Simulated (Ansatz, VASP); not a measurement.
**BN in VASP and in Ansatz**

```
CELL_PARAMETERS angstrom
0.00000 1.80800 1.80800
1.80800 0.00000 1.80800
1.80800 1.80800 0.00000
ATOMIC_POSITIONS crystal
B 0.00000 0.00000 0.00000
N 0.25000 0.25000 0.25000
```

Alike in both runs: task relaxation of cell and atoms; functional LDA; k mesh 10 × 10 × 10; occupations gaussian, width 0.1 eV; no spin polarisation.

```csv
,VASP,Ansatz
version,VASP 6.6.1,Ansatz 0.2.0
potentials or method,"VASP PAW LDA potentials, release 64 (B, N), cutoff 600 eV","scalar-relativistic, plane waves, PAW"
valence electrons in the cell,8,8
```

|  | VASP | Ansatz | Ansatz less VASP |
| --- | --- | --- | --- |
| gap on the k mesh at the Fermi level, each at its own relaxed structure (eV) | 4.38 | 4.39 | +0.013 |
| relaxed volume (Å³/atom) | 5.75 | 5.74 | -0.013 |
| relaxed cell length with the largest relative difference (Å) | 2.533 | 2.531 | -0.0019 |

Ansatz warns that its potentials were made for another functional, while VASP's fit it. LDA's correlation is that of Perdew and Zunger in VASP and of Perdew and Wang (1992) in Ansatz.
